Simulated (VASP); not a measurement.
Set up this calculation in VASP 6.6.1, as the native input.

```yaml
Task: single point
Functional: PBE
Potentials_or_basis: VASP PAW PBE potentials, release 64 (Rb_sv, Te, V_sv)
Cutoff: 520 eV
k_mesh: 3 × 3 × 3
Occupations: fermi-dirac, width 0.0125 eV
Spin: no spin polarisation
Dipole_correction: no
Further_INCAR_settings: ALGO = Normal; EDIFF = 1e-06; NBANDS = 51
```

The structure of RbVTe3 lies in POSCAR:

```
RbVTe3
1.0
    7.3283000000      0.0000000000      0.0000000000
   -3.6641500000      6.3464990000      0.0000000000
    0.0000000000      0.0000000000      6.2203770000
Rb Te V
2 6 2
Direct
    0.3333000000      0.6667000000      0.7500000000
    0.6666000000      0.3333000000      0.2500000000
    0.1640000000      0.3280000000      0.2500000000
    0.8360000000      0.1640000000      0.7500000000
    0.6720000000      0.8360000000      0.2500000000
    0.8360000000      0.6720000000      0.7500000000
    0.1640000000      0.8360000000      0.2500000000
    0.3280000000      0.1640000000      0.7500000000
    0.0000000000      0.0000000000      0.0000000000
    0.0000000000      0.0000000000      0.5000000000
```

These files were run (other wordings do the same):

INCAR

```
  ALGO = Normal
  EDIFF = 1E-6
  ENCUT = 520
  GGA = PE
  ISIF = 2
  ISMEAR = -1
  LASPH = T
  LCHARG = F
  LREAL = F
  LWAVE = F
  NBANDS = 51
  NELM = 100
  PREC = Accurate
  SIGMA = 0.0125
```

KPOINTS

```
k-points
0
Gamma
  3 3 3
```

Potentials or basis: VASP PAW PBE potentials, release 64 (Rb_sv, Te, V_sv).

Run with:

```sh
$ cat potpaw_PBE.64/Rb_sv/POTCAR potpaw_PBE.64/Te/POTCAR potpaw_PBE.64/V_sv/POTCAR > POTCAR
$ mpirun -np 1 vasp_std > vasp.out
```

It gave:

```json
{"Pressure": "6.0 GPa", "Largest force": "1.188 eV/Å", "Band gap on the k mesh": "zero (bands 40 and 41 overlap by 0.05 eV)"}
```

Caveat: the cell stands under pressure; spin-orbit coupling is left out, which moves the levels of the heavy elements; forces of over 1 eV/Å act on the atoms, so gaps and moduli don't describe the material at rest.

Wall time 4.9 min on 1 thread of Intel(R) Xeon(R) Platinum 8175M CPU @ 2.50GHz (Skylake/Cascade Lake) (shared host), peak memory 0.45 GiB.
